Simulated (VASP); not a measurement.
Runs of VASP 6.6.1 on B3As. The structure is that of space group Pm-3m (No. 221), or close to it. The cells are those of the table. 

```tsv
task	cell	k mesh	cutoff (eV)	gap on the mesh (eV)	pressure (GPa)	relaxed volume (Å³/atom)
relaxation of cell and atoms	relaxed from a = 3.765 Å, 4 atoms	4 × 4 × 4	600	none	0.0	17.89
single point	a = 4.167 Å, 4 atoms	12 × 12 × 12	520	none	0.4	-
single point	a = 4.141 Å, 4 atoms	4 × 4 × 4	520	none	0.4	-
relaxation of cell and atoms	relaxed from a = 4.141 Å, 4 atoms	12 × 12 × 12	600	none	0.0	(a)
```

Alike in all rows: level PBE; potentials or basis VASP PAW PBE potentials, release 64 (B, As); no spin polarisation; smearing gaussian 0.1 eV.

**Question.** Estimate the missing entries.

**Answer.** (a) 18.20.

Caveats: some runs use coarse meshes; the volume moved by over 15 % at a fixed basis, so the end points are rough (some runs).

A k mesh can miss the band edges, and the runs leave out spin-orbit coupling on As.

A gap of «none» marks levels without a gap at the run's occupations.
